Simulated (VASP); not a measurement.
# GeB27P26 (a cell with a defect) in VASP: a series of runs

The runs below take GeB27P26 (a cell with a defect) through single point, relaxation of the atoms, with PBE.

Program: VASP 6.6.1. These are calculated values, not measurements. Logs are shortened: lines on timing, memory, paths and dates and some standing lists are left out, and cuts for length are marked.

### Step 1. The cell of the first run

The cell holds a defect, 54 atoms: a = 9.627 Å, b = 9.627 Å, c = 9.627 Å, α = 60.00°, β = 60.00°, γ = 60.00°.

### Step 2. Single point, PBE

Contents of INCAR:

```
SYSTEM = GeB27P26
  PREC = Accurate
  ENCUT = 520
  EDIFF = 1E-6
  ISMEAR = -1
  SIGMA = 0.01
  LREAL = Auto
  LASPH = .True.
  NELM = 100
  ALGO = Normal
  ISIF = 2
  LWAVE = .False.
  LCHARG = .False.
  GGA = PE
  NELECT = 226.0
  NBANDS = 146
  LUSENCCL = .False.
```

Contents of KPOINTS:

```
Automatic mesh
0
Gamma
  3 3 3
  0 0 0
```

Contents of POSCAR:

```
GeB27P26
1.0
    0.0000000000      6.8070000000      6.8070000000
    6.8070000000      0.0000000000      6.8070000000
    6.8070000000      6.8070000000      0.0000000000
B Ge P
27 1 26
Direct
   -0.0031603806     -0.0031603806     -0.0031603806
   -0.0031603806     -0.0031603806      0.3428144752
    0.0008045970      0.0008045970      0.6658620697
   -0.0031603806      0.3428144752     -0.0031603806
    0.0002779602      0.3328952323      0.3328952323
    0.0002779602      0.3328952323      0.6672649085
    0.0008045970      0.6658620697      0.0008045970
    0.0002779602      0.6672649085      0.3328952323
    0.0008045970      0.6658620697      0.6658620697
    0.3428144752     -0.0031603806     -0.0031603806
    0.3328952323      0.0002779602      0.3328952323
    0.3328952323      0.0002779602      0.6672649085
    0.3328952323      0.3328952323      0.0002779602
    0.3333333333      0.3333333333      0.3333333333
    0.3328952323      0.3328952323      0.6672649085
    0.3328952323      0.6672649085      0.0002779602
    0.3328952323      0.6672649085      0.3328952323
    0.3333039011      0.6666764774      0.6666764774
    0.6658620697      0.0008045970      0.0008045970
    0.6672649085      0.0002779602      0.3328952323
    0.6658620697      0.0008045970      0.6658620697
    0.6672649085      0.3328952323      0.0002779602
    0.6672649085      0.3328952323      0.3328952323
    0.6666764774      0.3333039011      0.6666764774
    0.6658620697      0.6658620697      0.0008045970
    0.6666764774      0.6666764774      0.3333039011
    0.6666764774      0.6666764774      0.6666764774
    0.0833333333      0.0833333333      0.0833333333
    0.0821924613      0.0821924613      0.4180010229
    0.0821924613      0.0821924613      0.7509473878
    0.0821924613      0.4180010229      0.0821924613
    0.0831341516      0.4167330606      0.4167330606
    0.0821924613      0.4180010229      0.7509473878
    0.0821924613      0.7509473878      0.0821924613
    0.0821924613      0.7509473878      0.4180010229
    0.0830173749      0.7501053195      0.7501053195
    0.4180010229      0.0821924613      0.0821924613
    0.4167330606      0.0831341516      0.4167330606
    0.4180010229      0.0821924613      0.7509473878
    0.4167330606      0.4167330606      0.0831341516
    0.4167330606      0.4167330606      0.4167330606
    0.4164775989      0.4164775989      0.7501890678
    0.4180010229      0.7509473878      0.0821924613
    0.4164775989      0.7501890678      0.4164775989
    0.4164775989      0.7501890678      0.7501890678
    0.7509473878      0.0821924613      0.0821924613
    0.7509473878      0.0821924613      0.4180010229
    0.7501053195      0.0830173749      0.7501053195
    0.7509473878      0.4180010229      0.0821924613
    0.7501890678      0.4164775989      0.4164775989
    0.7501890678      0.4164775989      0.7501890678
    0.7501053195      0.7501053195      0.0830173749
    0.7501890678      0.7501890678      0.4164775989
    0.7501053195      0.7501053195      0.7501053195
```

Potentials or basis: VASP PAW PBE potentials, release 64 (B, Ge_d, P).

Command:

```
$ cat potpaw_PBE.64/B/POTCAR potpaw_PBE.64/Ge_d/POTCAR potpaw_PBE.64/P/POTCAR > POTCAR
$ mpirun -np 1 vasp_std > vasp.out
```

OUTCAR:

```text
SYSTEM = GeB27P26
   PREC = Accurate
   ENCUT = 520
   EDIFF = 1E-6
   ISMEAR = -1
   LREAL = Auto
   LASPH = .True.
   NELM = 100
   ISIF = 2
   GGA = PE
   NELECT = 226.0

 ion  position               nearest neighbor table
   1  0.997  0.997  0.997-  30 1.93  34 1.93  46 1.93  28 2.04
   2  0.997  0.997  0.343-  29 1.93  35 1.93  47 1.93  28 2.04
   3  0.001  0.001  0.666-  30 1.95  29 1.95  36 1.97  48 1.97
   4  0.997  0.343  0.997-  31 1.93  33 1.93  49 1.93  28 2.04
   5  0.000  0.333  0.333-  50 1.97  32 1.97  29 1.97  31 1.97
   6  0.000  0.333  0.667-  51 1.97  32 1.97  33 1.97  30 1.97
[... 46 lines left out ...]
  53  0.750  0.750  0.416-   8 1.97  20 1.97  27 1.97  26 1.97
  54  0.750  0.750  0.750-  27 1.97  21 1.97  25 1.97   9 1.97

  LATTYP: Found a face centered cubic cell.
 ALAT       =    13.6140000000

  Lattice vectors:

 A1 = (   0.0000000000,   6.8070000000,   6.8070000000)
 A2 = (   6.8070000000,   0.0000000000,   6.8070000000)
 A3 = (   6.8070000000,   6.8070000000,   0.0000000000)

Analysis of symmetry for initial positions (statically):
=====================================================================
 Subroutine PRICEL returns:
 Original cell was already a primitive cell.

 Routine SETGRP: Setting up the symmetry group for a
 face centered cubic supercell.

 Subroutine GETGRP returns: Found 24 space group operations
 (whereof  6 operations were pure point group operations)
 out of a pool of 48 trial point group operations.

The static configuration has the point symmetry C_3v.
 The point group associated with its full space group is T_d .

Analysis of symmetry for dynamics (positions and initial velocities):
=====================================================================
 Subroutine PRICEL returns:
 Original cell was already a primitive cell.

 Routine SETGRP: Setting up the symmetry group for a
 face centered cubic supercell.

 Subroutine GETGRP returns: Found 24 space group operations
 (whereof  6 operations were pure point group operations)
 out of a pool of 48 trial point group operations.

The dynamic configuration has the point symmetry C_3v.
 The point group associated with its full space group is T_d .

 Subroutine INISYM returns: Found 24 space group operations
 (whereof  6 operations are pure point group operations),
 and found     1 'primitive' translations

----------------------------------------------------------------------------------------

[... 180 lines left out ...]
   NFREE  =      0    steps in history (QN), initial steepest desc. (CG)
   ISIF   =      2    stress and relaxation
   ISYM   =      2    0-nonsym 1-usesym 2-fastsym
   POTIM  = 0.5000    time-step for ionic-motion
   TEBEG  =    0.0;   TEEND  =   0.0 temperature during run
   PSTRESS=    0.0 pullay stress
   NELECT =     226.0000    total number of electrons
   NUPDOWN=      -1.0000    fix difference up-down
   EMIN   =  10.00;   EMAX   =-10.00  energy-range for DOS
   EFERMI =   0.00;   METHOD = LEGACY
   ISMEAR =    -1;   SIGMA  =   0.01  broadening in eV -4-tet -1-fermi 0-gaus
   EFERMI_NEDOS =   21; number of points for ismear=-14 and -15
   IALGO  =     38    algorithm
   IMIX   =      4    mixing-type and parameters
     AMIX     =   0.40;   BMIX     =  1.00
     AMIX_MAG =   1.60;   BMIX_MAG =  1.00
  volume/ion in A,a.u.               =      11.68        78.83
  Fermi-wavevector in a.u.,A,eV,Ry     =   1.162729  2.197239 18.394248  1.351939
  Thomas-Fermi vector in A             =   2.299287
   LORBIT       =      0    0 simple, 1 ext, 2 COOP (PROOUT), +10 PAW based schemes
   GGA     = PE    functional components
   LHFCALC =     F    Hartree Fock is set to
   AEXX    =    0.0000 exact exchange contribution
   IVDW    =     0    specifies the selected vdW correction
   LEPSILON=     F    determine dielectric tensor
   LRPA    =     F    only Hartree local field effects (RPA)
 non-spin polarized calculation
  energy-cutoff  :      520.00
  volume of cell :      630.81
 maximum number of plane-waves:     17033
   NGX = 35   NGY = 35   NGZ = 35

 number of electron     226.0000009 magnetization

 Free energy of the ion-electron system (eV)
  ---------------------------------------------------
  ext. energy  EPLUGINS =         0.00000000
  ---------------------------------------------------
  free energy    TOTEN  =      -338.56084564 eV

  energy without entropy =     -338.56084564  energy(sigma->0) =     -338.56084564

 E-fermi :   7.8990     XC(G=0): -10.9580

 val. band max:        7.6524987378   @ k =   0.0000   0.0000   0.0000
 cond. band min:       8.6780733637   @ k =   0.3333   0.3333   0.0000
 fundamental gap:      1.0255746259
 Fermi energy:         7.8989973062

 k-point     1 :       0.0000    0.0000    0.0000
  band No.  band energies     occupation
      1     -15.5432      2.00000
      2     -15.5432      2.00000
      3     -15.5432      2.00000
      4     -15.4980      2.00000
      5     -15.4980      2.00000
      6      -8.0585      2.00000
[... 501 lines left out ...]
    124      10.6937      0.00000
    125      10.7227      0.00000
 [bands above 125 left out]

------------------------ aborting loop because EDIFF is reached ----------------------------------------

  FORCE on cell =-STRESS in cart. coord.  units (eV):
  Direction    XX          YY          ZZ          XY          YZ          ZX
  --------------------------------------------------------------------------------------
  -------------------------------------------------------------------------------------
  Total       19.0749865     19.0749865     19.0749865     -0.0000000     -0.0000000     -0.0000000
  in kB       48.4481919     48.4481919     48.4481919     -0.0000000     -0.0000000     -0.0000000
  external PRESSURE =      48.4481919 kB  Pullay stress =       0.0000000 kB

 VOLUME and BASIS-vectors are now :
 -----------------------------------------------------------------------------
  energy-cutoff  :      520.00
  volume of cell :      630.81
      direct lattice vectors                 reciprocal lattice vectors
     0.000000000  6.807000000  6.807000000    -0.073453798  0.073453798  0.073453798
     6.807000000  0.000000000  6.807000000     0.073453798 -0.073453798  0.073453798
     6.807000000  6.807000000  0.000000000     0.073453798  0.073453798 -0.073453798

 POSITION                                       TOTAL-FORCE (eV/Angst)
 -----------------------------------------------------------------------------------
     13.57097     13.57097     13.57097         0.004765      0.004765      0.004765
      9.11903      9.11903     13.57097        -0.004765     -0.004765      0.004765
      4.53800      4.53800      0.01095         0.000000      0.000000      0.010645
      9.11903     13.57097      9.11903        -0.004765      0.004765     -0.004765
      4.53204      2.26791      2.26791        -0.001615      0.002786      0.002786
      6.80809      4.54396      2.26791        -0.002786      0.001615      0.002786
[... 46 lines left out ...]
      7.94150      7.94150     10.21307         0.000000      0.000000     -0.010136
     10.21193     10.21193     10.21193         0.000296      0.000296      0.000296
 -----------------------------------------------------------------------------------
    total drift:                               -0.000003     -0.000003     -0.000003

  FREE ENERGIE OF THE ION-ELECTRON SYSTEM (eV)
  ---------------------------------------------------
  free  energy   TOTEN  =      -338.5608456389 eV

  energy  without entropy=     -338.5608456389  energy(sigma->0) =     -338.56084564
```

It took 2.7 min on 1 × NVIDIA H100 80GB with 1 thread of AMD EPYC 7R13 (Zen 3), shared host; peak memory 1.7 GiB.

Results:

```yaml
Free_energy: -338.5608 eV
Largest_force: 0.012 eV/Å
```

Forces on the atoms (eV/Å):
```
B    0.005  0.005  0.005
B   -0.005 -0.005  0.005
B    0.000  0.000  0.011
B   -0.005  0.005 -0.005
B   -0.002  0.003  0.003
B   -0.003  0.002  0.003
B    0.000  0.011  0.000
B   -0.003  0.003  0.002
B   -0.011  0.000  0.000
B    0.005 -0.005 -0.005
B    0.003 -0.002  0.003
B    0.002 -0.003  0.003
B    0.003  0.003 -0.002
B    0.000  0.000  0.000
B   -0.003 -0.003 -0.002
B    0.002  0.003 -0.003
B   -0.003 -0.002 -0.003
B    0.002 -0.002 -0.002
B    0.011  0.000  0.000
B    0.003 -0.003  0.002
B    0.000 -0.011  0.000
B    0.003  0.002 -0.003
B   -0.002 -0.003 -0.003
B   -0.002  0.002 -0.002
B    0.000  0.000 -0.011
B   -0.002 -0.002  0.002
B    0.002  0.002  0.002
Ge   0.000  0.000  0.000
P   -0.005 -0.005 -0.002
P    0.005  0.005 -0.002
P   -0.005 -0.002 -0.005
P    0.007 -0.007 -0.007
P    0.002  0.005 -0.005
P    0.005 -0.002  0.005
P    0.002 -0.005  0.005
P    0.000  0.000  0.000
P   -0.002 -0.005 -0.005
P   -0.007  0.007 -0.007
P    0.005  0.002 -0.005
P   -0.007 -0.007  0.007
P    0.007  0.007  0.007
P    0.000  0.000  0.010
P    0.005 -0.005  0.002
P    0.000  0.010  0.000
P   -0.010  0.000  0.000
P   -0.002  0.005  0.005
P   -0.005  0.002  0.005
P    0.000  0.000  0.000
P   -0.005  0.005  0.002
P    0.010  0.000  0.000
P    0.000 -0.010  0.000
P    0.000  0.000  0.000
P    0.000  0.000 -0.010
P    0.000  0.000  0.000
```

Caveat: the cell carries a net charge on a neutralising background, which shifts energy and pressure; the cell is charged against a uniform background, so pressure and absolute levels hang on convention.

(Part 1 of 2 ends here.)
